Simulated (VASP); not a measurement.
Runs of VASP 6.6.1 on FeCo. The structure is that of space group Pm-3m (No. 221), or close to it. The cells are those of the table. 

| task | cell | k mesh | gap on the mesh (eV) | pressure (GPa) | moment (μB) |
| --- | --- | --- | --- | --- | --- |
| single point | a = 2.873 Å, 2 atoms | 14 × 14 × 14 | none | (b) | (a) |
| single point | a = 2.726 Å, 2 atoms | 14 × 14 × 14 | none | 31.8 | 4.31 |
| single point | a = 2.816 Å, 2 atoms | 14 × 14 × 14 | none | 5.8 | 4.50 |
| single point | a = 2.857 Å, 2 atoms | 6 × 6 × 6 | none | -1.6 | 4.72 |
| single point | a = 2.757 Å, 2 atoms | 14 × 14 × 14 | none | 21.5 | 4.37 |
| relaxation of cell and atoms | relaxed from a = 2.857 Å, 2 atoms | 14 × 14 × 14 | none | 0.0 | 4.53 |
| single point | a = 2.787 Å, 2 atoms | 14 × 14 × 14 | none | 13.1 | 4.45 |
| single point | a = 2.845 Å, 2 atoms | 14 × 14 × 14 | none | -0.4 | 4.53 |

Alike in all rows: level PBE; potentials or basis VASP PAW PBE potentials, release 64 (Fe, Co); spin collinear, ferromagnetic start; cutoff (eV) 600; smearing gaussian 0.1 eV.

Q: Fill in the values left out.

A: (a) 4.55; (b) -5.9.

Caveats: some runs use coarse meshes; the cell stands under pressure (at least some runs); the cell stands under tension (at least some runs).

A gap of «none» marks levels without a gap at the run's occupations.
